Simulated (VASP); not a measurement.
A run of VASP 6.6.1 is set up as follows.

The input INCAR:

```
PREC = Accurate
ENCUT = 520
EDIFF = 1E-6
ISMEAR = -1
SIGMA = 0.0508
LREAL = Auto
LASPH = True
NELM = 80
ALGO = Normal
ISIF = 2
LWAVE = False
LCHARG = False
GGA = PE
NBANDS = 54
ISYM = 0
```

KPOINTS

```
Automatic mesh
0
Gamma
  1 1 1
  0.25 0.25 0.25
```

File POSCAR:

```
ScAl9
1.0
    7.4469130000     -0.0134000000     -0.0543370000
   -0.0134000000      6.6775230000     -0.0651690000
   -0.0543370000     -0.0651690000      7.1022430000
Al Sc
18 2
Direct
    0.4121703047      0.7262937153      0.5415290540
    0.2967763625      0.3866844993      0.4118957602
    0.5166287557      0.9378591857      0.9503668633
    0.4957368713      0.6211953173      0.1597867789
    0.2352117634      0.6402314161      0.8857764994
    0.7070770110      0.2233384816      0.1210086995
    0.8271608707      0.9957762276      0.7079087805
    0.2860365679      0.9261409734      0.2885537780
    0.0276458664      0.5164618713      0.1626474196
    0.2999346718      0.2848629720      0.0669017922
    0.9908685122      0.1977470258      0.4259490696
    0.5376121866      0.3710629365      0.8145635166
    0.9883517065     -0.0448280876      0.0491721651
    0.7738887396      0.6503389071      0.8866623866
    0.9685471787      0.3327665908      0.8467067395
    0.6886982570      0.4754038154      0.4620349358
    0.7662311290      0.8523242892      0.3148206591
    0.5319268105      0.1074021202      0.4881662872
    0.0597892033      0.6613015556      0.5506478907
    0.2291338538      0.0543392320      0.7230750454
```

Potentials or basis: VASP PAW PBE potentials, release 64 (Al, Sc_sv).

Command:

```bash
$ cat potpaw_PBE.64/Al/POTCAR potpaw_PBE.64/Sc_sv/POTCAR > POTCAR
$ mpirun -np 1 vasp_std > vasp.out
```

(1) Predict the largest force.

(2) Predict the band gap on the k mesh.

(3) Estimate the pressure.

## Answers

(1) 2.169 eV/Å.

(2) 0.25 eV.

(3) 3.0 GPa.

Caveat: the k points lie up to 0.94 Å⁻¹ apart.
